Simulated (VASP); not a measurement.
# SiC (P6_3mc) in VASP: notebook

The runs below take SiC through single point, with PBE.

Program: VASP 6.6.1. These are calculated values, not measurements. Logs are shortened: lines on timing, memory, paths and dates and some standing lists are left out, and cuts for length are marked.

**1. The cell of the first run**

The structure is hexagonal, space group P6_3mc (No. 186). Conventional cell: a = 3.154 Å, b = 3.154 Å, c = 5.056 Å, α = 90.00°, β = 90.00°, γ = 120.00°. Within 2.5 Å of Si (site symmetry 3m) lie 4 C at 1.91 to 1.92 Å. C (site symmetry 3m) has 4 Si at 1.91 to 1.92 Å within 2.5 Å.

**2. Single point, PBE (biaxial strain in the a-b plane: +2.0 %, then relaxed in part)**

Contents of INCAR:

```
SYSTEM = SiC
PREC     = Accurate       ! precision mode
ENCUT    = 520            ! plane-wave cutoff, eV
EDIFF    = 1E-6           ! SCF threshold, eV
ISMEAR   = 0              ! smearing method
SIGMA    = 0.02           ! smearing width, eV
LREAL    = .FALSE.        ! projectors in reciprocal space
LASPH    = .TRUE.         ! aspherical terms in the spheres
NELM     = 80             ! most SCF steps
ALGO     = Normal         ! electronic algorithm
ISIF     = 2              ! what is computed and relaxed
LWAVE    = .FALSE.        ! write WAVECAR
LCHARG   = .FALSE.        ! write CHGCAR
GGA      = PE             ! functional
NBANDS   = 16             ! bands
```

Contents of KPOINTS:

```
Automatic mesh
0
G
  12 12 6
  0 0 0
```

Contents of POSCAR:

```
SiC
1.0
    3.1537752455      0.0000000000      0.0000000000
   -1.5768876227      2.7312494804      0.0000000000
    0.0000000000      0.0000000000      5.0560862986
Si C
2 2
Direct
    0.3333333333      0.6666666667      0.4984726701
    0.6666666667      0.3333333333      0.9984726701
    0.3333333333      0.6666666667      0.8765273299
    0.6666666667      0.3333333333      0.3765273299
```

Potentials or basis: VASP PAW PBE potentials, release 64 (Si, C).

Started as:

```sh
$ cat potpaw_PBE.64/Si/POTCAR potpaw_PBE.64/C/POTCAR > POTCAR
$ mpirun -np 1 vasp_std > vasp.out
```

OUTCAR:

```text
SYSTEM = SiC
   PREC = Accurate
   ENCUT = 520
   EDIFF = 1E-6
   ISMEAR = 0
   LREAL = .FALSE.
   LASPH = .TRUE.
   NELM = 80
   ISIF = 2
   GGA = PE

 ion  position               nearest neighbor table
   1  0.333  0.667  0.498-   3 1.91   4 1.92   4 1.92   4 1.92   2 3.12   2 3.12   2 3.12   2 3.12
                             2 3.12   2 3.12
   2  0.667  0.333  0.998-   4 1.91   3 1.92   3 1.92   3 1.92   1 3.12   1 3.12   1 3.12   1 3.12
                             1 3.12   1 3.12
   3  0.333  0.667  0.877-   1 1.91   2 1.92   2 1.92   2 1.92
   4  0.667  0.333  0.377-   2 1.91   1 1.92   1 1.92   1 1.92

  LATTYP: Found a hexagonal cell.
 ALAT       =     3.1537752455
 C/A-ratio  =     1.6031853588

  Lattice vectors:

 A1 = (   3.1537752455,   0.0000000000,   0.0000000000)
 A2 = (  -1.5768876227,   2.7312494804,   0.0000000000)
 A3 = (   0.0000000000,   0.0000000000,   5.0560862986)

Analysis of symmetry for initial positions (statically):
=====================================================================
 Subroutine PRICEL returns:
 Original cell was already a primitive cell.

 Routine SETGRP: Setting up the symmetry group for a
 hexagonal supercell.

 Subroutine GETGRP returns: Found 12 space group operations
 (whereof  6 operations were pure point group operations)
 out of a pool of 24 trial point group operations.

The static configuration has the point symmetry C_3v.
 The point group associated with its full space group is C_6v.

Analysis of symmetry for dynamics (positions and initial velocities):
=====================================================================
 Subroutine PRICEL returns:
 Original cell was already a primitive cell.

 Routine SETGRP: Setting up the symmetry group for a
 hexagonal supercell.

 Subroutine GETGRP returns: Found 12 space group operations
 (whereof  6 operations were pure point group operations)
 out of a pool of 24 trial point group operations.

The dynamic configuration has the point symmetry C_3v.
 The point group associated with its full space group is C_6v.

 Subroutine INISYM returns: Found 12 space group operations
 (whereof  6 operations are pure point group operations),
 and found     1 'primitive' translations

----------------------------------------------------------------------------------------

                                     Primitive cell

  volume of cell :      43.5518

  direct lattice vectors                    reciprocal lattice vectors
     3.153775245  0.000000000  0.000000000     0.317080300  0.183066396  0.000000000
    -1.576887623  2.731249480  0.000000000     0.000000000  0.366132793  0.000000000
     0.000000000  0.000000000  5.056086299     0.000000000  0.000000000  0.197781434

  length of vectors
     3.153775245  3.153775245  5.056086299     0.366132793  0.366132793  0.197781434

  position of ions in fractional coordinates (direct lattice)
     0.333333333  0.666666667  0.498472670
     0.666666667  0.333333333  0.998472670
     0.333333333  0.666666667  0.876527330
     0.666666667  0.333333333  0.376527330

  ion indices of the primitive-cell ions
   primitive index   ion index
                 1           1
                 2           2
                 3           3
                 4           4

----------------------------------------------------------------------------------------

 KPOINTS: Automatic mesh

Automatic generation of k-mesh.
 Grid dimensions read from file:
 generate k-points for:   12   12    6

 Generating k-lattice:

  Cartesian coordinates                     Fractional coordinates (reciprocal lattice)
     0.026423358  0.015255533  0.000000000     0.083333333  0.000000000  0.000000000
     0.000000000  0.030511066  0.000000000     0.000000000  0.083333333  0.000000000
     0.000000000  0.000000000  0.032963572     0.000000000  0.000000000  0.166666667

  Length of vectors
     0.030511066  0.030511066  0.032963572

  Shift w.r.t. Gamma in fractional coordinates (k-lattice)
     0.000000000  0.000000000  0.000000000

 Subroutine IBZKPT returns following result:
 ===========================================

 Found     76 irreducible k-points:

 Following reciprocal coordinates:
            Coordinates               Weight
  0.000000  0.000000  0.000000      1.000000
  0.083333  0.000000  0.000000      6.000000
  0.166667 -0.000000  0.000000      6.000000
  0.250000 -0.000000  0.000000      6.000000
  0.333333  0.000000  0.000000      6.000000
  0.416667  0.000000  0.000000      6.000000
[... 16 lines left out ...]
  0.250000 -0.000000  0.166667     12.000000
  0.333333  0.000000  0.166667     12.000000
 [... further k-points ...]
   k-points           NKPTS =     76   k-points in BZ     NKDIM =     76   number of bands    NBANDS=     16
   number of dos      NEDOS =    301   number of ions     NIONS =      4
   total plane-waves  NPLWV =  23040
   dimension x,y,z NGX =    24 NGY =   24 NGZ =   40
   dimension x,y,z NGXF=    48 NGYF=   48 NGZF=   80
   ions per type =               2   2
   NGX,Y,Z   is equivalent  to a cutoff of  12.65, 12.65, 13.15 a.u.
   NGXF,Y,Z  is equivalent  to a cutoff of  25.30, 25.30, 26.30 a.u.
 SYSTEM =  SiC
   PREC   = accura    normal or accurate (medium, high low for compatibility)
   ISTART =      0    job   : 0-new  1-cont  2-samecut
   ICHARG =      2    charge: 1-file 2-atom 10-const
   ISPIN  =      1    spin polarized calculation?
   LNONCOLLINEAR =      F non collinear calculations
   LSORBIT =      F    spin-orbit coupling
   LASPH  =      T    aspherical Exc in radial PAW
   ENCUT  =  520.0 eV  38.22 Ry    6.18 a.u.   5.86  5.86  9.40*2*pi/ulx,y,z
   NELM   =     80;   NELMIN=  2; NELMDL= -5     # of ELM steps
   EDIFF  = 0.1E-05   stopping-criterion for ELM
   LREAL  =      F    real-space projection
   EDIFFG = 0.1E-04   stopping-criterion for IOM
   NSW    =      0    number of steps for IOM
   IBRION =     -1    ionic relax: 0-MD 1-quasi-New 2-CG
   NFREE  =      0    steps in history (QN), initial steepest desc. (CG)
   ISIF   =      2    stress and relaxation
   ISYM   =      2    0-nonsym 1-usesym 2-fastsym
   POTIM  = 0.5000    time-step for ionic-motion
   TEBEG  =    0.0;   TEEND  =   0.0 temperature during run
   PSTRESS=    0.0 pullay stress
   NELECT =      16.0000    total number of electrons
   NUPDOWN=      -1.0000    fix difference up-down
   EMIN   =  10.00;   EMAX   =-10.00  energy-range for DOS
   EFERMI =   0.00;   METHOD = LEGACY
   ISMEAR =     0;   SIGMA  =   0.02  broadening in eV -4-tet -1-fermi 0-gaus
   EFERMI_NEDOS =   21; number of points for ismear=-14 and -15
   IALGO  =     38    algorithm
   IMIX   =      4    mixing-type and parameters
     AMIX     =   0.40;   BMIX     =  1.00
     AMIX_MAG =   1.60;   BMIX_MAG =  1.00
  volume/ion in A,a.u.               =      10.89        73.48
  Fermi-wavevector in a.u.,A,eV,Ry     =   1.172499  2.215703 18.704675  1.374755
  Thomas-Fermi vector in A             =   2.308927
   LORBIT       =      0    0 simple, 1 ext, 2 COOP (PROOUT), +10 PAW based schemes
   GGA     = PE    functional components
   LHFCALC =     F    Hartree Fock is set to
   AEXX    =    0.0000 exact exchange contribution
   IVDW    =     0    specifies the selected vdW correction
   LEPSILON=     F    determine dielectric tensor
   LRPA    =     F    only Hartree local field effects (RPA)
 non-spin polarized calculation
 Gauss-broadening in eV      SIGMA  =   0.02
  energy-cutoff  :      520.00
  volume of cell :       43.55
 maximum number of plane-waves:      1194
 NGX is ok and might be reduce to    24
   NGX = 11   NGY = 11   NGZ = 19

 number of electron      16.0000001 magnetization

 Free energy of the ion-electron system (eV)
  ---------------------------------------------------
  ext. energy  EPLUGINS =         0.00000000
  ---------------------------------------------------
  free energy    TOTEN  =       -30.05157843 eV

  energy without entropy =      -30.05157843  energy(sigma->0) =      -30.05157843

 E-fermi :   7.8079     XC(G=0): -11.1243

 val. band max:        7.7145869830   @ k =   0.0000   0.0000   0.0000
 cond. band min:      10.1592257263   @ k =   0.3333   0.3333   0.0000
 fundamental gap:      2.4446387433
 Fermi energy:         7.8079436914

 k-point     1 :       0.0000    0.0000    0.0000
  band No.  band energies     occupation
      1      -7.4798      2.00000
      2      -3.9300      2.00000
      3      -0.6536      2.00000
      4       6.2382      2.00000
      5       6.2382      2.00000
      6       7.6373      2.00000
[... 8 lines left out ...]
     15      16.2226      0.00000
     16      18.7283      0.00000

 k-point     2 :       0.0833    0.0000    0.0000
  band No.  band energies     occupation
      1      -7.3662      2.00000
      2      -3.8347      2.00000
      3      -0.5518      2.00000
      4       5.5687      2.00000
      5       6.0407      2.00000
      6       7.1760      2.00000
[... 8 lines left out ...]
     15      16.5192      0.00000
     16      17.8421      0.00000

 k-point     3 :       0.1667   -0.0000    0.0000
  band No.  band energies     occupation
      1      -7.0288      2.00000
      2      -3.5585      2.00000
      3      -0.2575      2.00000
      4       4.1447      2.00000
      5       5.5908      2.00000
      6       6.0887      2.00000
[... 8 lines left out ...]
     15      16.9779      0.00000
     16      17.1988      0.00000

 k-point     4 :       0.2500   -0.0000    0.0000
  band No.  band energies     occupation
      1      -6.4790      2.00000
      2      -3.1419      2.00000
      3       0.1706      2.00000
      4       2.6388      2.00000
      5       4.7606      2.00000
      6       5.1004      2.00000
[... 8 lines left out ...]
     15      17.3700      0.00000
     16      18.0470      0.00000
[... 324 lines left out ...]
 k-point    22 :       0.1667   -0.0000    0.1667
  band No.  band energies     occupation
      1      -6.8951      2.00000
      2      -4.0756      2.00000
      3       0.4451      2.00000
      4       4.2756      2.00000
      5       5.6838      2.00000
      6       5.7005      2.00000
[... 8 lines left out ...]
     15      17.0033      0.00000
     16      17.7083      0.00000

 k-point    23 :       0.2500   -0.0000    0.1667
  band No.  band energies     occupation
      1      -6.3475      2.00000
      2      -3.6186      2.00000
      3       0.7318      2.00000
      4       2.8708      2.00000
      5       4.3586      2.00000
      6       5.1999      2.00000
[... 8 lines left out ...]
     15      17.9917      0.00000
     16      18.1231      0.00000

 k-point    24 :       0.3333    0.0000    0.1667
  band No.  band energies     occupation
      1      -5.6178      2.00000
      2      -3.0943      2.00000
      3       0.4659      2.00000
      4       2.2991      2.00000
      5       3.0093      2.00000
      6       4.7973      2.00000
[... 8 lines left out ...]
     15      18.6456      0.00000
     16      19.2574      0.00000

 [... further k-points ...]
[... 5 lines left out ...]
  --------------------------------------------------------------------------------------
  -------------------------------------------------------------------------------------
  Total       -2.9326902     -2.9326902      0.0028047     -0.0000000      0.0000000     -0.0000000
  in kB     -107.8872654   -107.8872654      0.1031797     -0.0000000      0.0000000     -0.0000000
  external PRESSURE =     -71.8904504 kB  Pullay stress =       0.0000000 kB

 VOLUME and BASIS-vectors are now :
 -----------------------------------------------------------------------------
  energy-cutoff  :      520.00
  volume of cell :       43.55
      direct lattice vectors                 reciprocal lattice vectors
     3.153775245  0.000000000  0.000000000     0.317080300  0.183066396  0.000000000
    -1.576887623  2.731249480  0.000000000     0.000000000  0.366132793  0.000000000
     0.000000000  0.000000000  5.056086299     0.000000000  0.000000000  0.197781434

 POSITION                                       TOTAL-FORCE (eV/Angst)
 -----------------------------------------------------------------------------------
     -0.00000      1.82083      2.52032         0.000000     -0.000000      0.000330
      1.57689      0.91042      5.04836        -0.000000     -0.000000      0.000330
     -0.00000      1.82083      4.43180         0.000000     -0.000000     -0.000330
      1.57689      0.91042      1.90375        -0.000000      0.000000     -0.000330
 -----------------------------------------------------------------------------------
    total drift:                                0.000000      0.000000      0.000171

  FREE ENERGIE OF THE ION-ELECTRON SYSTEM (eV)
  ---------------------------------------------------
  free  energy   TOTEN  =       -30.0515784321 eV

  energy  without entropy=      -30.0515784321  energy(sigma->0) =      -30.05157843
```

It took 38 s on 1 thread of Intel Xeon Platinum 8259CL at 2.50GHz (Skylake/Cascade Lake), shared host; peak memory 0.18 GiB.

Results:

```
Free energy            : -30.0516 eV
Pressure               : -7.2 GPa
Band gap on the k mesh : 2.44 eV, indirect (least direct gap 3.68 eV)
```

Caveat: the cell differs from its parent crystal (biaxial strain in the a-b plane: +2.0 %, then relaxed in part).

**3. Single point, PBE (biaxial strain in the a-b plane: +2.0 %)**

Contents of INCAR:

```
SYSTEM = SiC
  PREC = Accurate
  ENCUT = 520
  EDIFF = 1E-6
  ISMEAR = 0
  SIGMA = 0.02
  LREAL = .False.
  LASPH = .True.
  NELM = 80
  ALGO = Normal
  ISIF = 2
  LWAVE = .False.
  LCHARG = .False.
  GGA = PE
  NBANDS = 16
```

Contents of KPOINTS:

```
regular mesh
0
Gamma
  12 12 6
  0 0 0
```

Contents of POSCAR:

```
SiC
1.0
    3.1537752455      0.0000000000      0.0000000000
   -1.5768876227      2.7312494804      0.0000000000
    0.0000000000      0.0000000000      5.0134007850
Si C
2 2
Direct
    0.3333333333      0.6666666667      0.4995817073
    0.6666666667      0.3333333333      0.9995817073
    0.3333333333      0.6666666667      0.8754182927
    0.6666666667      0.3333333333      0.3754182927
```

Potentials or basis: VASP PAW PBE potentials, release 64 (Si, C).

Started as:

```sh
$ cat potpaw_PBE.64/Si/POTCAR potpaw_PBE.64/C/POTCAR > POTCAR
$ mpirun -np 1 vasp_std > vasp.out
```

Run time: 33 s. Hardware: 1 thread of Intel Xeon Platinum 8259CL at 2.50GHz (Skylake/Cascade Lake), shared host; peak memory 0.18 GiB.

Results (log left out):

```yaml
Free_energy: -30.0420 eV
Pressure: -5.4 GPa
Largest_force: 0.287 eV/Å
Band_gap_on_the_k_mesh: 2.45 eV, indirect (least direct gap 3.59 eV)
```

Forces on the atoms (eV/Å):
```
Si   0.000  0.000 -0.287
Si   0.000  0.000 -0.287
C    0.000  0.000  0.287
C    0.000  0.000  0.287
```

Stress tensor (GPa, compression positive):
```
-10.92   0.00   0.00
  0.00 -10.92   0.00
  0.00   0.00   5.61
```

Levels at points of the mesh, in eV from the valence-band top:
| k point | band 4 | band 5 | band 6 | band 7 | band 8 | band 9 | band 10 | band 11 | band 12 | band 13 |
| --- | --- | --- | --- | --- | --- | --- | --- | --- | --- | --- |
| (0.00, 0.00, 0.00) | -1.47 | -1.47 | -0.02 | -0.02 | 0.00 | 3.97 | 5.99 | 6.18 | 6.18 | 7.74 |
| (0.50, 0.00, 0.00) | -5.99 | -5.31 | -3.38 | -3.19 | -1.11 | 2.49 | 4.37 | 6.54 | 6.84 | 10.18 |
| (0.00, 0.00, 0.50) | -4.12 | -0.81 | -0.81 | -0.81 | -0.81 | 5.18 | 5.18 | 6.91 | 6.91 | 6.91 |
| (0.50, 0.00, 0.50) | -8.06 | -2.45 | -2.45 | -2.14 | -2.14 | 3.26 | 3.26 | 5.25 | 5.25 | 10.13 |

Caveat: the cell differs from its parent crystal (biaxial strain in the a-b plane: +2.0 %).
